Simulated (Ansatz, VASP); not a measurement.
Ge in VASP and in Ansatz

The input INCAR:

```
ALGO     = Normal         # electronic algorithm
EDIFF    = 1E-7           # SCF threshold, eV
EDIFFG   = -0.01          # ionic threshold
ENCUT    = 600            # plane-wave cutoff, eV
GGA      = RE             # functional
IBRION   = 2              # ionic algorithm
ISIF     = 3              # what is computed and relaxed
ISMEAR   = -1             # smearing method
IVDW     = 13             # dispersion correction
LASPH    = True           # aspherical terms in the spheres
LCHARG   = False          # write CHGCAR
LREAL    = False          # projectors in reciprocal space
LWAVE    = False          # write WAVECAR
NELM     = 80             # most SCF steps
NSW      = 60             # ionic steps
PREC     = Accurate       # precision mode
SIGMA    = 0.05           # smearing width, eV
```

Contents of KPOINTS:

```
k-points
0
Gamma
  11 11 11
```

File POSCAR:

```
Ge
1.0
   -2.5744897190      2.5744897190      1.3974126432
    2.5744897190     -2.5744897190      1.3974126432
    2.5744897190      2.5744897190     -1.3974126432
Ge
2
Direct
    0.5000000000      0.5000000000      0.0000000000
    0.2500000000      0.7500000000      0.5000000000
```

Contents of input.yaml:

```yaml
crystal:
  lattice:
    - [-2.574489719, 2.574489719, 1.3974126432]
    - [2.574489719, -2.574489719, 1.3974126432]
    - [2.574489719, 2.574489719, -1.3974126432]
  atoms:
    - { symbol: Ge, position: [0.5, 0.5, 0.0] }
    - { symbol: Ge, position: [0.25, 0.75, 0.5] }
hamiltonian:
  xc: revpbe
  pseudopotentials: { kind: paw }
  dispersion: d4
kpoints:
  mp_grid: { grid: [11, 11, 11] }
scf:
  occupations: { method: fermi_dirac, width: 0.05 }
output:
  forces: true
  stress: true
relax:
  f_tol: 0.01
  max_steps: 40
  cell: { stress_tol: 0.05 }
```

Alike in both runs: task relaxation of cell and atoms; functional revPBE; dispersion D4; k mesh 11 × 11 × 11; occupations fermi-dirac, width 0.05 eV; no spin polarisation.

```csv
,VASP,Ansatz
version,VASP 6.6.1,Ansatz 0.2.0
potentials or method,"VASP PAW PBE potentials, release 64 (Ge_d)",Ansatz PAW
plane-wave cutoff (eV),600,420
valence electrons in the cell,28,28
```

```tsv
	VASP	Ansatz	Ansatz less VASP
relaxed volume (Å³/atom)	18.33	18.32	-0.012
relaxed cell length with the largest relative difference (Å)	3.887	3.887	0.0000
```

VASP's potentials were made for PBE, not for revPBE.

Noted on Ansatz's run: the plane-wave basis is chosen anew once the cell has moved, so the energies of steps on either side of that aren't comparable.
